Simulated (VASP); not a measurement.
# MgF2 (P4_2/mnm) in VASP: further runs, part 3 of 4

VASP 6.6.1.

**4. Relaxation of cell and atoms, PBE, target pressure 30 GPa, at which the enthalpy is minimised**

Input file INCAR:

```
SYSTEM = MgF2
  ALGO = Normal
  EDIFF = 1E-7
  EDIFFG = -0.01
  ENCUT = 600
  GGA = PE
  GGA_COMPAT = .FALSE.
  IBRION = 2
  ISIF = 3
  ISMEAR = 0
  LASPH = .TRUE.
  LCHARG = .FALSE.
  LREAL = .FALSE.
  LWAVE = .FALSE.
  NELM = 120
  NELMIN = 4
  NSW = 60
  PREC = Accurate
  PSTRESS = 300.0
  SIGMA = 0.01
```

Input file KPOINTS:

```
k-points
0
G
  4 4 6
  0 0 0
```

Input file POSCAR:

```
MgF2
1.0
    4.6250000000      0.0000000000      0.0000000000
    0.0000000000      4.6250000000      0.0000000000
    0.0000000000      0.0000000000      3.0520000000
Mg F
2 4
Direct
    0.0000000000      0.0000000000      0.0000000000
    0.5000000000      0.5000000000      0.5000000000
    0.3030000000      0.3030000000      0.0000000000
    0.1970000000      0.8030000000      0.5000000000
    0.6970000000      0.6970000000      0.0000000000
    0.8030000000      0.1970000000      0.5000000000
```

Potentials or basis: VASP PAW PBE potentials, release 64 (Mg, F).

Run with:

```
$ cat potpaw_PBE.64/Mg/POTCAR potpaw_PBE.64/F/POTCAR > POTCAR
$ mpirun -np 1 vasp_std > vasp.out
```

OUTCAR:

```text
SYSTEM = MgF2
   EDIFF = 1E-7
   EDIFFG = -0.01
   ENCUT = 600
   GGA = PE
   IBRION = 2
   ISIF = 3
   ISMEAR = 0
   LASPH = .TRUE.
   LREAL = .FALSE.
   NELM = 120
   NELMIN = 4
   NSW = 60
   PREC = Accurate
   PSTRESS = 300.0

 ion  position               nearest neighbor table
   1  0.000  0.000  0.000-   3 1.98   5 1.98   4 2.00   6 2.00   4 2.00   6 2.00   2 3.61   2 3.61
                             2 3.61   2 3.61   2 3.61   2 3.61   2 3.61   2 3.61
   2  0.500  0.500  0.500-   4 1.98   6 1.98   5 2.00   3 2.00   3 2.00   5 2.00   1 3.61   1 3.61
                             1 3.61   1 3.61   1 3.61   1 3.61   1 3.61   1 3.61
   3  0.303  0.303  0.000-   1 1.98   2 2.00   2 2.00
   4  0.197  0.803  0.500-   2 1.98   1 2.00   1 2.00
   5  0.697  0.697  0.000-   1 1.98   2 2.00   2 2.00
   6  0.803  0.197  0.500-   2 1.98   1 2.00   1 2.00

  LATTYP: Found a simple tetragonal cell.
 ALAT       =     4.6250000000
 C/A-ratio  =     0.6598918919

  Lattice vectors:

 A1 = (   4.6250000000,   0.0000000000,   0.0000000000)
 A2 = (   0.0000000000,   4.6250000000,   0.0000000000)
 A3 = (   0.0000000000,   0.0000000000,   3.0520000000)

Analysis of symmetry for initial positions (statically):
=====================================================================
 Subroutine PRICEL returns:
 Original cell was already a primitive cell.

 Routine SETGRP: Setting up the symmetry group for a
 simple tetragonal supercell.

 Subroutine GETGRP returns: Found 16 space group operations
 (whereof  8 operations were pure point group operations)
 out of a pool of 16 trial point group operations.

The static configuration has the point symmetry D_2h.
 The point group associated with its full space group is D_4h.

Analysis of symmetry for dynamics (positions and initial velocities):
=====================================================================
 Subroutine PRICEL returns:
 Original cell was already a primitive cell.

 Routine SETGRP: Setting up the symmetry group for a
 simple tetragonal supercell.

 Subroutine GETGRP returns: Found 16 space group operations
 (whereof  8 operations were pure point group operations)
 out of a pool of 16 trial point group operations.

The dynamic configuration has the point symmetry D_2h.
 The point group associated with its full space group is D_4h.

 Subroutine INISYM returns: Found 16 space group operations
 (whereof  8 operations are pure point group operations),
 and found     1 'primitive' translations

----------------------------------------------------------------------------------------

                                     Primitive cell

  volume of cell :      65.2842

  direct lattice vectors                    reciprocal lattice vectors
     4.625000000  0.000000000  0.000000000     0.216216216  0.000000000  0.000000000
     0.000000000  4.625000000  0.000000000     0.000000000  0.216216216  0.000000000
     0.000000000  0.000000000  3.052000000     0.000000000  0.000000000  0.327653997

  length of vectors
     4.625000000  4.625000000  3.052000000     0.216216216  0.216216216  0.327653997

  position of ions in fractional coordinates (direct lattice)
     0.000000000  0.000000000  0.000000000
     0.500000000  0.500000000  0.500000000
     0.303000000  0.303000000  0.000000000
     0.197000000  0.803000000  0.500000000
     0.697000000  0.697000000  0.000000000
     0.803000000  0.197000000  0.500000000

  ion indices of the primitive-cell ions
   primitive index   ion index
                 1           1
                 2           2
                 3           3
                 4           4
                 5           5
                 6           6

----------------------------------------------------------------------------------------

 KPOINTS: k-points

Automatic generation of k-mesh.
 Grid dimensions read from file:
 generate k-points for:    4    4    6

 Generating k-lattice:

  Cartesian coordinates                     Fractional coordinates (reciprocal lattice)
     0.054054054  0.000000000  0.000000000     0.250000000  0.000000000  0.000000000
     0.000000000  0.054054054  0.000000000     0.000000000  0.250000000  0.000000000
     0.000000000  0.000000000  0.054609000     0.000000000  0.000000000  0.166666667

  Length of vectors
     0.054054054  0.054054054  0.054609000

  Shift w.r.t. Gamma in fractional coordinates (k-lattice)
     0.000000000  0.000000000  0.000000000

 Subroutine IBZKPT returns following result:
 ===========================================

 Found     24 irreducible k-points:

 Following reciprocal coordinates:
            Coordinates               Weight
  0.000000  0.000000  0.000000      1.000000
  0.250000  0.000000  0.000000      4.000000
  0.500000  0.000000  0.000000      2.000000
  0.250000  0.250000  0.000000      4.000000
  0.500000  0.250000  0.000000      4.000000
  0.500000  0.500000  0.000000      1.000000
[... 16 lines left out ...]
  0.500000  0.250000  0.500000      4.000000
  0.500000  0.500000  0.500000      1.000000
   k-points           NKPTS =     24   k-points in BZ     NKDIM =     24   number of bands    NBANDS=     20
   number of dos      NEDOS =    301   number of ions     NIONS =      6
   total plane-waves  NPLWV =  38400
   dimension x,y,z NGX =    40 NGY =   40 NGZ =   24
   dimension x,y,z NGXF=    80 NGYF=   80 NGZF=   48
   ions per type =               2   4
   NGX,Y,Z   is equivalent  to a cutoff of  14.38, 14.38, 13.07 a.u.
   NGXF,Y,Z  is equivalent  to a cutoff of  28.76, 28.76, 26.15 a.u.
 SYSTEM =  MgF2
   PREC   = accura    normal or accurate (medium, high low for compatibility)
   ISTART =      0    job   : 0-new  1-cont  2-samecut
   ICHARG =      2    charge: 1-file 2-atom 10-const
   ISPIN  =      1    spin polarized calculation?
   LNONCOLLINEAR =      F non collinear calculations
   LSORBIT =      F    spin-orbit coupling
   LASPH  =      T    aspherical Exc in radial PAW
   ENCUT  =  600.0 eV  44.10 Ry    6.64 a.u.   9.24  9.24  6.10*2*pi/ulx,y,z
   NELM   =    120;   NELMIN=  4; NELMDL= -5     # of ELM steps
   EDIFF  = 0.1E-06   stopping-criterion for ELM
   LREAL  =      F    real-space projection
   EDIFFG = -.1E-01   stopping-criterion for IOM
   NSW    =     60    number of steps for IOM
   IBRION =      2    ionic relax: 0-MD 1-quasi-New 2-CG
   NFREE  =      1    steps in history (QN), initial steepest desc. (CG)
   ISIF   =      3    stress and relaxation
   ISYM   =      2    0-nonsym 1-usesym 2-fastsym
   POTIM  = 0.5000    time-step for ionic-motion
   TEBEG  =    0.0;   TEEND  =   0.0 temperature during run
   PSTRESS=  300.0 pullay stress
   NELECT =      32.0000    total number of electrons
   NUPDOWN=      -1.0000    fix difference up-down
   EMIN   =  10.00;   EMAX   =-10.00  energy-range for DOS
   EFERMI =   0.00;   METHOD = LEGACY
   ISMEAR =     0;   SIGMA  =   0.01  broadening in eV -4-tet -1-fermi 0-gaus
   EFERMI_NEDOS =   21; number of points for ismear=-14 and -15
   IALGO  =     38    algorithm
   IMIX   =      4    mixing-type and parameters
     AMIX     =   0.40;   BMIX     =  1.00
     AMIX_MAG =   1.60;   BMIX_MAG =  1.00
  volume/ion in A,a.u.               =      10.88        73.43
  Fermi-wavevector in a.u.,A,eV,Ry     =   1.290790  2.439239 22.669184  1.666138
  Thomas-Fermi vector in A             =   2.422600
   LORBIT       =      0    0 simple, 1 ext, 2 COOP (PROOUT), +10 PAW based schemes
   GGA     = PE    functional components
   LHFCALC =     F    Hartree Fock is set to
   AEXX    =    0.0000 exact exchange contribution
   IVDW    =     0    specifies the selected vdW correction
   LEPSILON=     F    determine dielectric tensor
   LRPA    =     F    only Hartree local field effects (RPA)
 conjugate gradient relaxation of ions
 non-spin polarized calculation
 Gauss-broadening in eV      SIGMA  =   0.01
  energy-cutoff  :      600.00
  volume of cell :       65.28
 maximum number of plane-waves:      2196
 NGX is ok and might be reduce to    40
   NGX = 19   NGY = 19   NGZ = 13

--------------------------------------- Ionic step        1  -------------------------------------------

 number of electron      32.0000022 magnetization

 Free energy of the ion-electron system (eV)
  ---------------------------------------------------
  ext. energy  EPLUGINS =         0.00000000
  ---------------------------------------------------
  free energy    TOTEN  =       -31.52118601 eV

  energy without entropy =      -31.52118601  energy(sigma->0) =      -31.52118601

 E-fermi :  -1.1575     XC(G=0):  -9.7298

 val. band max:       -1.2132234546   @ k =   0.0000   0.0000   0.0000
 cond. band min:       5.8829626644   @ k =   0.0000   0.0000   0.0000
 fundamental gap:      7.0961861190
 Fermi energy:        -1.1575343114

 k-point     1 :       0.0000    0.0000    0.0000
  band No.  band energies     occupation
      1     -21.9598      2.00000
      2     -21.1577      2.00000
      3     -21.1577      2.00000
      4     -21.0655      2.00000
      5      -5.2865      2.00000
      6      -3.7092      2.00000
[... 1391 lines left out ...]
  enthalpy is  TOTEN    =       -20.2562973480 eV   P V=       10.3403990123

--------------------------------------- Ionic step        8  -------------------------------------------

 number of electron      31.9999993 magnetization

 Free energy of the ion-electron system (eV)
  ---------------------------------------------------
  ext. energy  EPLUGINS =         0.00000000
  ---------------------------------------------------
  free energy    TOTEN  =       -30.58456838 eV

  energy without entropy =      -30.58456838  energy(sigma->0) =      -30.58456838

 E-fermi :  -0.0204     XC(G=0): -10.5753

 val. band max:       -0.0628113821   @ k =   0.0000   0.0000   0.0000
 cond. band min:       8.2751426626   @ k =   0.0000   0.0000   0.0000
 fundamental gap:      8.3379540447
 Fermi energy:        -0.0203668596

 k-point     1 :       0.0000    0.0000    0.0000
  band No.  band energies     occupation
      1     -21.5172      2.00000
      2     -20.3427      2.00000
      3     -20.3427      2.00000
      4     -20.1962      2.00000
      5      -4.8090      2.00000
      6      -3.3383      2.00000
[... 574 lines left out ...]
  FREE ENERGIE OF THE ION-ELECTRON SYSTEM (eV)
  ---------------------------------------------------
  free  energy   TOTEN  =       -30.5845683761 eV

  energy  without entropy=      -30.5845683761  energy(sigma->0) =      -30.58456838

  enthalpy is  TOTEN    =       -20.2563517438 eV   P V=       10.3282166323

 reached required accuracy - stopping structural energy minimisation
```

Run time: 4.7 min. Hardware: 1 thread of AMD EPYC 7R13, shared host; peak memory 0.18 GiB.

Results:

- Free energy: -30.5846 eV
- Relaxed volume: 9.19 Å³/atom
- Relaxed cell: a = 4.359 Å, b = 4.359 Å, c = 2.903 Å, α = 90.00°, β = 90.00°, γ = 90.00°
- Space group after relaxing (to 0.1 Å): P4_2/mnm (No. 136)
- Energy change on relaxing (the run minimises the enthalpy): +156.1 meV/atom
- Ionic steps: 8
- Pressure after relaxing: 29.9 GPa
- Largest force after relaxing: 0.010 eV/Å
- Band gap on the k mesh: 8.34 eV

Forces on the atoms (eV/Å):
```
Mg   0.000  0.000  0.000
Mg   0.000  0.000  0.000
F    0.007  0.007  0.000
F   -0.007  0.007  0.000
F   -0.007 -0.007  0.000
F    0.007 -0.007  0.000
```

The path:
```
step  energy change (eV)  largest force (eV/Å)  pressure (GPa)  volume (Å³)
   1              0.0000                0.0219            3.50        65.28
   2              2.4085                0.5825           57.90        49.71
   3              0.9189                0.3212           29.66        55.32
   4              0.9542                0.3287           30.41        55.13
   5              0.9681                0.0666           30.55        54.99
   6              0.9641                0.0084           30.51        55.01
   7              0.9245                0.0102           29.68        55.22
   8              0.9366                0.0097           29.94        55.16
```

Final structure:
```xyz
6
Lattice="4.3587 0.0000 0.0000 0.0000 4.3587 0.0000 0.0000 0.0000 2.9034" Properties=species:S:1:pos:R:3 pbc="T T T"
Mg    0.0000    0.0000    0.0000
Mg    2.1794    2.1794    1.4517
F     1.3116    1.3116    0.0000
F     0.8677    3.4910    1.4517
F     3.0471    3.0471    0.0000
F     3.4910    0.8677    1.4517
```

Levels at points of the mesh, in eV from the valence-band top:
```
           k point  band 12  band 13  band 14  band 15  band 16  band 17  band 18  band 19  band 20
(0.00, 0.00, 0.00)    -1.46    -0.76    -0.34    -0.34     0.00     8.34    13.40    13.40    14.54
(0.50, 0.00, 0.00)    -1.65    -1.12    -1.12    -0.45    -0.45    10.92    10.92    14.71    14.71
(0.50, 0.50, 0.00)    -1.49    -1.12    -1.12    -1.00    -1.00    12.57    12.57    13.08    13.08
(0.00, 0.00, 0.50)    -1.64    -1.55    -1.55    -1.07    -1.07    13.28    13.28    16.16    16.16
(0.50, 0.00, 0.50)    -1.65    -0.87    -0.87    -0.83    -0.83    14.12    14.12    15.09    15.09
(0.50, 0.50, 0.50)    -1.59    -0.78    -0.78    -0.53    -0.53    14.28    14.28    15.21    15.21
```

Caveat: the cell is relaxed towards a set pressure, so the run minimises the enthalpy, not the energy; the volume moved by over 15 % at a fixed basis, so the end points are rough.

(Continued in part 4 of 4.)
